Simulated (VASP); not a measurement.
A run of VASP 6.6.1:

Contents of INCAR:

```
  PREC = Accurate
  ENCUT = 500
  EDIFF = 1E-6
  ISMEAR = -1
  SIGMA = 0.1
  LREAL = F
  LASPH = T
  NELM = 120
  ALGO = Normal
  ISIF = 2
  LWAVE = F
  LCHARG = T
  GGA = PE
  LELF = T
  LVHAR = T
  NBANDS = 14
  GGA_COMPAT = F
```

File KPOINTS:

```
regular mesh
0
Gamma
  16 16 16
```

Contents of POSCAR:

```
Rh
1.0
   -1.5154410429      1.5154410429      1.5154410429
    1.5154410429     -1.5154410429      1.5154410429
    1.5154410429      1.5154410429     -1.5154410429
Rh
1
Direct
    0.0000000000      0.0000000000      0.0000000000
```

Potentials or basis: VASP PAW PBE potentials, release 64 (Rh_pv).

Launch:

```console
$ cat potpaw_PBE.64/Rh_pv/POTCAR > POTCAR
$ mpirun -np 1 vasp_std > vasp.out
```

Hardware: 1 thread of AMD EPYC 9R45 (Zen 5), on a shared host.

Problem. How long does it take, and how much memory?

Solution. Run time: 19 s on 1 thread of AMD EPYC 9R45 (Zen 5), with other jobs on the host, peak memory 0.11 GiB. Counts: scf iterations 11, k points 145.
